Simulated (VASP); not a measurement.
# MnS (F-43m) in VASP: a series of runs

MnS is run at these levels: pbesol exchange, lyp correlation; tasks: single point.

Everything below comes from runs of VASP 6.6.1. Logs are shortened: lines on timing, memory, paths and dates and some standing lists are left out, and cuts for length are marked.

## Step 1: The cell of the first run

Symmetry: F-43m, No. 216, cubic system. The conventional cell has a = 5.600 Å, b = 5.600 Å, c = 5.600 Å, α = 90.00°, β = 90.00°, γ = 90.00°. Within 3.2 Å of Mn (site symmetry -43m) lie 4 S at 2.42 Å. S (site symmetry -43m) has 4 Mn at 2.42 Å within 3.2 Å.

## Step 2: Single point, pbesol exchange, lyp correlation, collinear spin, zero start

File INCAR:

```
PREC = Accurate
ENCUT = 500
EDIFF = 1E-6
ISMEAR = 0
SIGMA = 0.2
LREAL = False
LASPH = True
NELM = 200
ALGO = Normal
ISIF = 2
LWAVE = False
LCHARG = False
ISPIN = 2
MAGMOM = 0 0
LORBIT = 11
NUPDOWN = 0.0
LMAXMIX = 4
GGA = LIBXC
LIBXC1 = GGA_X_PBE_SOL
LIBXC2 = GGA_C_LYP
NBANDS = 20
GGA_COMPAT = False
```

File KPOINTS:

```
regular mesh
0
Gamma
  7 7 7
```

File POSCAR:

```
MnS
1.0
    0.0000000000      2.8000000000      2.8000000000
    2.8000000000      0.0000000000      2.8000000000
    2.8000000000      2.8000000000      0.0000000000
Mn S
1 1
Direct
    0.0000000000      0.0000000000      0.0000000000
    0.2500000000      0.2500000000      0.2500000000
```

Potentials or basis: VASP PAW PBE potentials, release 64 (Mn_pv, S).

Command:

```
$ cat potpaw_PBE.64/Mn_pv/POTCAR potpaw_PBE.64/S/POTCAR > POTCAR
$ mpirun -np 1 vasp_std > vasp.out
```

OUTCAR:

```text
PREC = Accurate
   ENCUT = 500
   EDIFF = 1E-6
   ISMEAR = 0
   LREAL = False
   LASPH = True
   NELM = 200
   ISIF = 2
   ISPIN = 2
   LORBIT = 11
   NUPDOWN = 0.0
   GGA = LIBXC

 ion  position               nearest neighbor table
   1  0.000  0.000  0.000-   2 2.42   2 2.42   2 2.42   2 2.42
   2  0.250  0.250  0.250-   1 2.42   1 2.42   1 2.42   1 2.42

  LATTYP: Found a face centered cubic cell.
 ALAT       =     5.6000000000

  Lattice vectors:

 A1 = (   0.0000000000,   2.8000000000,   2.8000000000)
 A2 = (   2.8000000000,   0.0000000000,   2.8000000000)
 A3 = (   2.8000000000,   2.8000000000,   0.0000000000)

Analysis of symmetry for initial positions (statically):
=====================================================================
 Subroutine PRICEL returns:
 Original cell was already a primitive cell.

 Routine SETGRP: Setting up the symmetry group for a
 face centered cubic supercell.

 Subroutine GETGRP returns: Found 24 space group operations
 (whereof 24 operations were pure point group operations)
 out of a pool of 48 trial point group operations.

The static configuration has the point symmetry T_d .

Analysis of symmetry for dynamics (positions and initial velocities):
=====================================================================
 Subroutine PRICEL returns:
 Original cell was already a primitive cell.

 Routine SETGRP: Setting up the symmetry group for a
 face centered cubic supercell.

 Subroutine GETGRP returns: Found 24 space group operations
 (whereof 24 operations were pure point group operations)
 out of a pool of 48 trial point group operations.

The dynamic configuration has the point symmetry T_d .

Analysis of structural, dynamic, and magnetic symmetry:
=====================================================================
 Subroutine PRICEL returns:
 Original cell was already a primitive cell.

 Routine SETGRP: Setting up the symmetry group for a
 face centered cubic supercell.

 Subroutine GETGRP returns: Found 24 space group operations
 (whereof 24 operations were pure point group operations)
 out of a pool of 48 trial point group operations.

The overall configuration has the point symmetry T_d .

 Subroutine INISYM returns: Found 24 space group operations
 (whereof 24 operations are pure point group operations),
 and found     1 'primitive' translations

----------------------------------------------------------------------------------------

                                     Primitive cell

  volume of cell :      43.9040

  direct lattice vectors                    reciprocal lattice vectors
     0.000000000  2.800000000  2.800000000    -0.178571429  0.178571429  0.178571429
     2.800000000  0.000000000  2.800000000     0.178571429 -0.178571429  0.178571429
     2.800000000  2.800000000  0.000000000     0.178571429  0.178571429 -0.178571429

  length of vectors
     3.959797975  3.959797975  3.959797975     0.309294787  0.309294787  0.309294787

  position of ions in fractional coordinates (direct lattice)
     0.000000000  0.000000000  0.000000000
     0.250000000  0.250000000  0.250000000

  ion indices of the primitive-cell ions
   primitive index   ion index
                 1           1
                 2           2

----------------------------------------------------------------------------------------

 KPOINTS: regular mesh

Automatic generation of k-mesh.
 Grid dimensions read from file:
 generate k-points for:    7    7    7

 Generating k-lattice:

  Cartesian coordinates                     Fractional coordinates (reciprocal lattice)
    -0.025510204  0.025510204  0.025510204     0.142857143  0.000000000  0.000000000
     0.025510204 -0.025510204  0.025510204     0.000000000  0.142857143  0.000000000
     0.025510204  0.025510204 -0.025510204     0.000000000  0.000000000  0.142857143

  Length of vectors
     0.044184970  0.044184970  0.044184970

  Shift w.r.t. Gamma in fractional coordinates (k-lattice)
     0.000000000  0.000000000  0.000000000

 Subroutine IBZKPT returns following result:
 ===========================================

 Found     20 irreducible k-points:

 Following reciprocal coordinates:
            Coordinates               Weight
  0.000000  0.000000  0.000000      1.000000
  0.142857  0.000000  0.000000      8.000000
  0.285714  0.000000  0.000000      8.000000
  0.428571  0.000000  0.000000      8.000000
  0.142857  0.142857  0.000000      6.000000
  0.285714  0.142857  0.000000     24.000000
[... 12 lines left out ...]
 -0.428571  0.428571  0.142857     24.000000
 -0.285714  0.428571  0.142857     24.000000
   k-points           NKPTS =     20   k-points in BZ     NKDIM =     20   number of bands    NBANDS=     20
   number of dos      NEDOS =    301   number of ions     NIONS =      2
   total plane-waves  NPLWV =  27000
   dimension x,y,z NGX =    30 NGY =   30 NGZ =   30
   dimension x,y,z NGXF=    60 NGYF=   60 NGZF=   60
   ions per type =               1   1
   NGX,Y,Z   is equivalent  to a cutoff of  12.60, 12.60, 12.60 a.u.
   NGXF,Y,Z  is equivalent  to a cutoff of  25.19, 25.19, 25.19 a.u.
 SYSTEM =  unknown system
   PREC   = accura    normal or accurate (medium, high low for compatibility)
   ISTART =      0    job   : 0-new  1-cont  2-samecut
   ICHARG =      2    charge: 1-file 2-atom 10-const
   ISPIN  =      2    spin polarized calculation?
   LNONCOLLINEAR =      F non collinear calculations
   LSORBIT =      F    spin-orbit coupling
   LASPH  =      T    aspherical Exc in radial PAW
   ENCUT  =  500.0 eV  36.75 Ry    6.06 a.u.   7.22  7.22  7.22*2*pi/ulx,y,z
   NELM   =    200;   NELMIN=  2; NELMDL= -5     # of ELM steps
   EDIFF  = 0.1E-05   stopping-criterion for ELM
   LREAL  =      F    real-space projection
   EDIFFG = 0.1E-04   stopping-criterion for IOM
   NSW    =      0    number of steps for IOM
   IBRION =     -1    ionic relax: 0-MD 1-quasi-New 2-CG
   NFREE  =      0    steps in history (QN), initial steepest desc. (CG)
   ISIF   =      2    stress and relaxation
   ISYM   =      2    0-nonsym 1-usesym 2-fastsym
   POTIM  = 0.5000    time-step for ionic-motion
   TEBEG  =    0.0;   TEEND  =   0.0 temperature during run
   PSTRESS=    0.0 pullay stress
   NELECT =      19.0000    total number of electrons
   NUPDOWN=       0.0000    fix difference up-down
   EMIN   =  10.00;   EMAX   =-10.00  energy-range for DOS
   EFERMI =   0.00;   METHOD = LEGACY
   ISMEAR =     0;   SIGMA  =   0.20  broadening in eV -4-tet -1-fermi 0-gaus
   EFERMI_NEDOS =   21; number of points for ismear=-14 and -15
   IALGO  =     38    algorithm
   IMIX   =      4    mixing-type and parameters
     AMIX     =   0.40;   BMIX     =  1.00
     AMIX_MAG =   1.60;   BMIX_MAG =  1.00
  volume/ion in A,a.u.               =      21.95       148.14
  Fermi-wavevector in a.u.,A,eV,Ry     =   1.238297  2.340041 20.862879  1.533378
  Thomas-Fermi vector in A             =   2.372828
   LORBIT       =     11    0 simple, 1 ext, 2 COOP (PROOUT), +10 PAW based schemes
   GGA     = LIBXC    functional components
   LHFCALC =     F    Hartree Fock is set to
   AEXX    =    0.0000 exact exchange contribution
   IVDW    =     0    specifies the selected vdW correction
   LEPSILON=     F    determine dielectric tensor
   LRPA    =     F    only Hartree local field effects (RPA)
 spin polarized calculation
 Gauss-broadening in eV      SIGMA  =   0.20
  energy-cutoff  :      500.00
  volume of cell :       43.90
 maximum number of plane-waves:      1139
 NGX is ok and might be reduce to    30
   NGX = 15   NGY = 15   NGZ = 15

 number of electron      18.9999990 magnetization       0.0000000

 number of electron      18.9999990 magnetization      -0.0000000

 Free energy of the ion-electron system (eV)
  ---------------------------------------------------
  ext. energy  EPLUGINS =         0.00000000
  ---------------------------------------------------
  free energy    TOTEN  =       -12.46325966 eV

  energy without entropy =      -12.38240971  energy(sigma->0) =      -12.42283469

 E-fermi :   4.1676     XC(G=0):  -9.0258

 val. band max:        4.1654806507   @ k =   0.4286   0.2857   0.0000
 cond. band min:       4.2279850546   @ k =  -0.2857   0.2857   0.0000
 fundamental gap:      0.0625044039
 Fermi energy:         4.1676540410

 spin component 1

 k-point     1 :       0.0000    0.0000    0.0000
  band No.  band energies     occupation
      1     -43.3649      1.00000
      2     -43.3649      1.00000
      3     -43.3649      1.00000
      4      -9.3799      1.00000
      5       0.6719      1.00000
      6       0.6719      1.00000
[... 12 lines left out ...]
     19      17.2893      0.00000
     20      17.9883      0.00000
[... 415 lines left out ...]
 k-point    20 :      -0.2857    0.4286    0.1429
  band No.  band energies     occupation
      1     -43.3682      1.00000
      2     -43.3674      1.00000
      3     -43.3663      1.00000
      4      -8.5834      1.00000
      5      -0.2392      1.00000
      6       0.0213      1.00000
[... 12 lines left out ...]
     19      18.5803      0.00000
     20      18.9634      0.00000
 Fermi energy:         4.1676472758

 spin component 2

 k-point     1 :       0.0000    0.0000    0.0000
  band No.  band energies     occupation
      1     -43.3649      1.00000
      2     -43.3649      1.00000
      3     -43.3649      1.00000
      4      -9.3799      1.00000
      5       0.6719      1.00000
      6       0.6719      1.00000
[... 12 lines left out ...]
     19      17.2893      0.00000
     20      17.9883      0.00000
[... 415 lines left out ...]
 k-point    20 :      -0.2857    0.4286    0.1429
  band No.  band energies     occupation
      1     -43.3682      1.00000
      2     -43.3674      1.00000
      3     -43.3663      1.00000
      4      -8.5834      1.00000
      5      -0.2392      1.00000
      6       0.0213      1.00000
[... 12 lines left out ...]
     19      18.5803      0.00000
     20      18.9634      0.00000

------------------------ aborting loop because EDIFF is reached ----------------------------------------

  FORCE on cell =-STRESS in cart. coord.  units (eV):
  Direction    XX          YY          ZZ          XY          YZ          ZX
  --------------------------------------------------------------------------------------
  -------------------------------------------------------------------------------------
  Total       -5.6834615     -5.6834615     -5.6834615      0.0000000     -0.0000000      0.0000000
  in kB     -207.4050905   -207.4050905   -207.4050905      0.0000000     -0.0000000      0.0000000
  external PRESSURE =    -207.4050905 kB  Pullay stress =       0.0000000 kB

 VOLUME and BASIS-vectors are now :
 -----------------------------------------------------------------------------
  energy-cutoff  :      500.00
  volume of cell :       43.90
      direct lattice vectors                 reciprocal lattice vectors
     0.000000000  2.800000000  2.800000000    -0.178571429  0.178571429  0.178571429
     2.800000000  0.000000000  2.800000000     0.178571429 -0.178571429  0.178571429
     2.800000000  2.800000000  0.000000000     0.178571429  0.178571429 -0.178571429

 POSITION                                       TOTAL-FORCE (eV/Angst)
 -----------------------------------------------------------------------------------
      0.00000      0.00000      0.00000         0.000000      0.000000      0.000000
      1.40000      1.40000      1.40000        -0.000000     -0.000000     -0.000000
 -----------------------------------------------------------------------------------
    total drift:                                0.000000      0.000000      0.000000

  FREE ENERGIE OF THE ION-ELECTRON SYSTEM (eV)
  ---------------------------------------------------
  free  energy   TOTEN  =       -12.4632596648 eV

  energy  without entropy=      -12.3824097147  energy(sigma->0) =      -12.42283469

 total charge

# of ion       s       p       d       tot
------------------------------------------
    1        0.241   6.154   5.116  11.512
    2        1.319   2.290   0.000   3.609
--------------------------------------------------
tot          1.560   8.444   5.116  15.121

 magnetization (x)

# of ion       s       p       d       tot
------------------------------------------
    1       -0.000  -0.000   0.000   0.000
    2       -0.000  -0.000   0.000  -0.000
--------------------------------------------------
tot         -0.000  -0.000   0.000  -0.000
```

Wall time 43 s (1 thread of AMD EPYC 7R43 (Zen 3), shared host); peak memory 0.15 GiB.

What came out:

- Free energy: -12.4633 eV
- Pressure: -20.7 GPa
- Net moment: 0.00 μB per cell
- Valence electrons inside the program's atomic spheres: Mn 11.51; S 3.61

Caveat: the cell stands under tension; the PAW data sets were made with another functional, which shifts forces and pressure a little; the total moment is fixed, so each spin has its own Fermi level.

## Step 3: Single point, pbesol exchange, lyp correlation, collinear spin, ferromagnetic start

File INCAR:

```
  ALGO = Normal
  EDIFF = 1E-6
  ENCUT = 500
  GGA = LIBXC
  GGA_COMPAT = False
  ISIF = 2
  ISMEAR = 0
  ISPIN = 2
  LASPH = True
  LCHARG = True
  LELF = True
  LIBXC1 = GGA_X_PBE_SOL
  LIBXC2 = GGA_C_LYP
  LMAXMIX = 4
  LORBIT = 11
  LREAL = False
  LVHAR = True
  LWAVE = False
  MAGMOM = 0.89 -0.06
  NBANDS = 20
  NELM = 200
  NUPDOWN = 0.8
  PREC = Accurate
  SIGMA = 0.2
```

File KPOINTS:

```
k-points
0
Gamma
  7 7 7
```

POSCAR is that of step 2.

Potentials or basis: VASP PAW PBE potentials, release 64 (Mn_pv, S).

Command:

```
$ cat potpaw_PBE.64/Mn_pv/POTCAR potpaw_PBE.64/S/POTCAR > POTCAR
$ mpirun -np 1 vasp_std > vasp.out
```

OUTCAR:

```text
EDIFF = 1E-6
   ENCUT = 500
   GGA = LIBXC
   ISIF = 2
   ISMEAR = 0
   ISPIN = 2
   LASPH = True
   LORBIT = 11
   LREAL = False
   NELM = 200
   NUPDOWN = 0.8
   PREC = Accurate

 ion  position               nearest neighbor table
   1  0.000  0.000  0.000-   2 2.42   2 2.42   2 2.42   2 2.42
   2  0.250  0.250  0.250-   1 2.42   1 2.42   1 2.42   1 2.42

  LATTYP: Found a face centered cubic cell.
 ALAT       =     5.6000000000

  Lattice vectors:

 A1 = (   0.0000000000,   2.8000000000,   2.8000000000)
 A2 = (   2.8000000000,   0.0000000000,   2.8000000000)
 A3 = (   2.8000000000,   2.8000000000,   0.0000000000)

Analysis of symmetry for initial positions (statically):
=====================================================================
 Subroutine PRICEL returns:
 Original cell was already a primitive cell.

 Routine SETGRP: Setting up the symmetry group for a
 face centered cubic supercell.

 Subroutine GETGRP returns: Found 24 space group operations
 (whereof 24 operations were pure point group operations)
 out of a pool of 48 trial point group operations.

The static configuration has the point symmetry T_d .

Analysis of symmetry for dynamics (positions and initial velocities):
=====================================================================
 Subroutine PRICEL returns:
 Original cell was already a primitive cell.

 Routine SETGRP: Setting up the symmetry group for a
 face centered cubic supercell.

 Subroutine GETGRP returns: Found 24 space group operations
 (whereof 24 operations were pure point group operations)
 out of a pool of 48 trial point group operations.

The dynamic configuration has the point symmetry T_d .

Analysis of structural, dynamic, and magnetic symmetry:
=====================================================================
 Subroutine PRICEL returns:
 Original cell was already a primitive cell.

[... 145 lines left out ...]
  ext. energy  EPLUGINS =         0.00000000
  ---------------------------------------------------
  free energy    TOTEN  =       -12.52128016 eV

  energy without entropy =      -12.42526357  energy(sigma->0) =      -12.47327186

 E-fermi :   4.3750     XC(G=0):  -9.0271

 val. band max:        4.3549894392   @ k =  -0.4286   0.1429   0.0000
 cond. band min:       4.1133681780   @ k =   0.4286   0.4286   0.0000
 fundamental gap:     -0.2416212612
 Fermi energy:         4.0912477781

 spin component 1

 k-point     1 :       0.0000    0.0000    0.0000
  band No.  band energies     occupation
      1     -43.8005      1.00000
      2     -43.8005      1.00000
      3     -43.8005      1.00000
      4      -9.3490      1.00000
      5       0.5868      1.00000
      6       0.5868      1.00000
[... 436 lines left out ...]
      6       0.0040      1.00000
[... 12 lines left out ...]
     19      18.5709      0.00000
     20      18.9587      0.00000
 Fermi energy:         4.3750155724

 spin component 2

 k-point     1 :       0.0000    0.0000    0.0000
  band No.  band energies     occupation
      1     -42.9304      1.00000
      2     -42.9304      1.00000
      3     -42.9304      1.00000
      4      -9.3948      1.00000
      5       0.7528      1.00000
      6       0.7528      1.00000
[... 449 lines left out ...]
     19      18.5949      0.00000
     20      18.9760      0.00000

------------------------ aborting loop because EDIFF is reached ----------------------------------------

  FORCE on cell =-STRESS in cart. coord.  units (eV):
  Direction    XX          YY          ZZ          XY          YZ          ZX
  --------------------------------------------------------------------------------------
  -------------------------------------------------------------------------------------
  Total       -5.4534134     -5.4534134     -5.4534134      0.0000000     -0.0000000      0.0000000
  in kB     -199.0100048   -199.0100048   -199.0100048      0.0000000     -0.0000000      0.0000000
  external PRESSURE =    -199.0100048 kB  Pullay stress =       0.0000000 kB

 VOLUME and BASIS-vectors are now :
 -----------------------------------------------------------------------------
  energy-cutoff  :      500.00
  volume of cell :       43.90
      direct lattice vectors                 reciprocal lattice vectors
     0.000000000  2.800000000  2.800000000    -0.178571429  0.178571429  0.178571429
     2.800000000  0.000000000  2.800000000     0.178571429 -0.178571429  0.178571429
     2.800000000  2.800000000  0.000000000     0.178571429  0.178571429 -0.178571429

 POSITION                                       TOTAL-FORCE (eV/Angst)
 -----------------------------------------------------------------------------------
      0.00000      0.00000      0.00000        -0.000000     -0.000000     -0.000000
      1.40000      1.40000      1.40000         0.000000      0.000000      0.000000
 -----------------------------------------------------------------------------------
    total drift:                                0.000000      0.000000      0.000000

  FREE ENERGIE OF THE ION-ELECTRON SYSTEM (eV)
  ---------------------------------------------------
  free  energy   TOTEN  =       -12.5212801594 eV

  energy  without entropy=      -12.4252635683  energy(sigma->0) =      -12.47327186

 total charge

# of ion       s       p       d       tot
------------------------------------------
    1        0.242   6.157   5.108  11.508
    2        1.320   2.292   0.000   3.612
--------------------------------------------------
tot          1.563   8.448   5.108  15.119

 magnetization (x)

# of ion       s       p       d       tot
------------------------------------------
    1        0.009   0.003   0.824   0.836
    2       -0.001  -0.050   0.000  -0.050
--------------------------------------------------
tot          0.008  -0.047   0.824   0.786
```

Wall time 44 s (1 thread of AMD EPYC 7R43 (Zen 3), shared host); peak memory 0.15 GiB.

Results:

- Free energy: -12.5213 eV
- Pressure: -19.9 GPa
- Net moment: 0.80 μB per cell
- Site moments: Mn +0.84; S -0.05 μB
- Valence electrons inside the program's atomic spheres: Mn 11.51; S 3.61

Caveat: the cell stands under tension; the PAW data sets were made with another functional, which shifts forces and pressure a little; the total moment is fixed, so each spin has its own Fermi level; a cell with one magnetic atom can't hold antiferromagnetic order, which such compounds often take.

(Continued in part 2 of 2.)
